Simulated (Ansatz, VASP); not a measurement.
## Two plane-wave programs on B2F

Contents of INCAR:

```
PREC = Accurate
ENCUT = 600
EDIFF = 1E-6
ISMEAR = 0
SIGMA = 0.1
LREAL = F
LASPH = T
NELM = 60
ALGO = Normal
ISIF = 3
LWAVE = F
LCHARG = F
GGA = PE
IBRION = 2
NSW = 90
EDIFFG = -0.04
```

File KPOINTS:

```
Automatic mesh
0
Gamma
  12 12 4
```

File POSCAR:

```
B2F
1.0
    2.2096463480      0.0000000000      0.0000000000
   -1.1048231740      1.9136098708      0.0000000000
    0.0000000000      0.0000000000      5.0704676596
B F
2 1
Direct
    0.0000000000      0.0000000000      0.6891136611
    0.0000000000      0.0000000000      0.3108863389
    0.0000000000      0.0000000000      0.0000000000
```

Input for Ansatz:

```yaml
crystal:
  lattice:
    - [2.209646348, 0.0, 0.0]
    - [-1.104823174, 1.9136098708, 0.0]
    - [0.0, 0.0, 5.0704676596]
  atoms:
    - { symbol: B, position: [0.0, 0.0, 0.6891136611] }
    - { symbol: B, position: [0.0, 0.0, 0.3108863389] }
    - { symbol: F, position: [0.0, 0.0, 0.0] }
basis:
  ecutwfc: 420
kpoints:
  mp_grid: { grid: [12, 12, 4] }
hamiltonian:
  xc: pbe
scf:
  occupations: { method: gaussian, width: 0.1 }
  lower_state_search: "off"
output:
  forces: true
  stress: true
  eigenvalues: true
relax:
  adjacent_minimum: "off"
  f_tol: 0.04
  max_steps: 70
  cell: { stress_tol: 0.4 }
```

Alike in both runs: task relaxation of cell and atoms; functional PBE; k mesh 12 × 12 × 4; occupations gaussian, width 0.1 eV; no spin polarisation.

```csv
,VASP,Ansatz
version,VASP 6.6.1,Ansatz 0.2.0
potentials or method,"VASP PAW PBE potentials, release 64 (B, F), cutoff 600 eV","scalar-relativistic, plane waves, PAW"
valence electrons in the cell,13,13
```

```csv
,VASP,Ansatz,Ansatz less VASP
"gap on the k mesh at the Fermi level, each at its own relaxed structure (eV)",none,none,-
relaxed volume (Å³/atom),7.06,7.09,+0.025
relaxed cell length with the largest relative difference (Å),2.180,2.184,+0.0038
```

A gap of «none» marks a metal or a gap that the smearing closes.
